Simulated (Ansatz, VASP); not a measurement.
Ti: VASP beside Ansatz

INCAR

```
PREC = Accurate
ENCUT = 520
EDIFF = 1E-7
ISMEAR = 0
SIGMA = 0.15
LREAL = False
LASPH = True
NELM = 60
ALGO = Fast
ISIF = 2
LWAVE = False
LCHARG = True
GGA = PS
LELF = True
LVHAR = True
NBANDS = 12
```

The input KPOINTS:

```
regular mesh
0
Gamma
  20 20 20
```

Contents of POSCAR:

```
Ti
1.0
   -1.6410000000      1.6410000000      1.7722800000
    1.6410000000     -1.6410000000      1.7722800000
    1.6410000000      1.6410000000     -1.7722800000
Ti
1
Direct
    0.0000000000      0.0000000000      0.0000000000
```

Input for Ansatz:

```yaml
crystal:
  lattice:
    - [-1.641, 1.641, 1.77228]
    - [1.641, -1.641, 1.77228]
    - [1.641, 1.641, -1.77228]
  atoms:
    - { symbol: Ti, position: [0.0, 0.0, 0.0] }
basis:
  ecutwfc: 420
kpoints:
  mp_grid: { grid: [20, 20, 20] }
hamiltonian:
  xc: pbesol
scf:
  occupations: { method: gaussian, width: 0.15 }
output:
  forces: true
  stress: true
  eigenvalues: true
```

Change from the starting cell: strain +0.000 along x and y, +0.080 along z, atoms carried along.

Alike in both runs: task single point; functional PBEsol; k mesh 20 × 20 × 20; occupations gaussian, width 0.15 eV; no spin polarisation.

```csv
,VASP,Ansatz
version,VASP 6.6.1,Ansatz 0.2.0
potentials or method,"VASP PAW PBE potentials, release 64 (Ti_sv), cutoff 520 eV","scalar-relativistic, plane waves, PAW"
valence electrons in the cell,12,12
```

|  | VASP | Ansatz | Ansatz less VASP |
| --- | --- | --- | --- |
| gap on the k mesh at the Fermi level (eV) | none | none | - |
| pressure (GPa) | -12.6 | -12.5 | +0.10 |
| traceless stress, the component that is largest in VASP (GPa) | 1.19 | 1.20 | +0.007 |

VASP's potentials were made for PBE, not for PBEsol. A gap of «none» marks a metal or a gap that the smearing closes. The functional is the same, so the differences come from potentials, cutoffs and numerics.
